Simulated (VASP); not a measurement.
## C: single point with PBE

C:

```
C
1.0
     0.00000    1.79790    1.79790
     1.79790    0.00000    1.79790
     1.79790    1.79790    0.00000
C
2
Cartesian
  0.0000 0.0000 0.0000
  0.8990 0.8990 0.8990
```

- Program: VASP 6.6.1
- Task: single point
- Functional: PBE
- Potentials or basis: VASP PAW PBE potentials, release 64 (C)
- Cutoff: 520 eV
- k mesh: 26 × 26 × 26
- Occupations: fermi-dirac, width 0.0612256 eV
- Spin: no spin polarisation

- Pressure: -7.9 GPa
- Band gap on the k mesh: 4.08 eV, indirect (least direct gap 5.52 eV)

Levels at points of the mesh, in eV from the valence-band top:
```tsv
k point	band 2	band 3	band 4	band 5	band 6	band 7
(0.00, 0.00, 0.00)	0.00	0.00	0.00	5.52	5.52	5.52
(0.50, 0.00, 0.00)	-13.11	-2.74	-2.74	8.36	8.36	8.52
(0.50, 0.50, 0.00)	-12.59	-6.15	-6.15	4.71	4.71	16.44
```

It took 32 s on 1 thread of Intel(R) Xeon(R) Platinum 8488C (Sapphire Rapids), on a shared host, peak memory 0.16 GiB.

A k mesh can miss the band edges.
